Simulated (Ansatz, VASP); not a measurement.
# Two plane-wave programs on Nb

INCAR

```
PREC = Accurate
ENCUT = 520
EDIFF = 1E-6
ISMEAR = 0
SIGMA = 0.15
LREAL = False
LASPH = True
NELM = 60
ALGO = Normal
ISIF = 2
LWAVE = False
LCHARG = False
GGA = PS
NBANDS = 12
```

KPOINTS

```
regular mesh
0
Gamma
  20 20 20
```

The input POSCAR:

```
Nb
1.0
    0.0000000000      2.0515500000      2.0515500000
    2.0515500000      0.0000000000      2.0515500000
    2.0515500000      2.0515500000      0.0000000000
Nb
1
Direct
    0.0000000000      0.0000000000      0.0000000000
```

Input for Ansatz:

```yaml
crystal:
  lattice:
    - [0.0, 2.05155, 2.05155]
    - [2.05155, 0.0, 2.05155]
    - [2.05155, 2.05155, 0.0]
  atoms:
    - { symbol: Nb, position: [0.0, 0.0, 0.0] }
basis:
  ecutwfc: 420
kpoints:
  mp_grid: { grid: [20, 20, 20] }
hamiltonian:
  xc: pbesol
scf:
  occupations: { method: gaussian, width: 0.15 }
output:
  forces: true
  stress: true
  eigenvalues: true
```

Change from the starting cell: strain -0.030 along x and y, -0.030 along z, atoms carried along.

Alike in both runs: task single point; functional PBEsol; k mesh 20 × 20 × 20; occupations gaussian, width 0.15 eV; no spin polarisation.

|  | VASP | Ansatz |
| --- | --- | --- |
| version | VASP 6.6.1 | Ansatz 0.2.0 |
| potentials or method | VASP PAW PBE potentials, release 64 (Nb_sv), cutoff 520 eV | scalar-relativistic, plane waves, PAW |
| valence electrons in the cell | 13 | 13 |

|  | VASP | Ansatz | Ansatz less VASP |
| --- | --- | --- | --- |
| gap on the k mesh at the Fermi level (eV) | none | none | - |
| pressure (GPa) | 8.9 | 9.3 | +0.31 |

VASP's potentials were made for PBE, not for PBEsol. A gap of «none» marks a metal or a gap that the smearing closes.
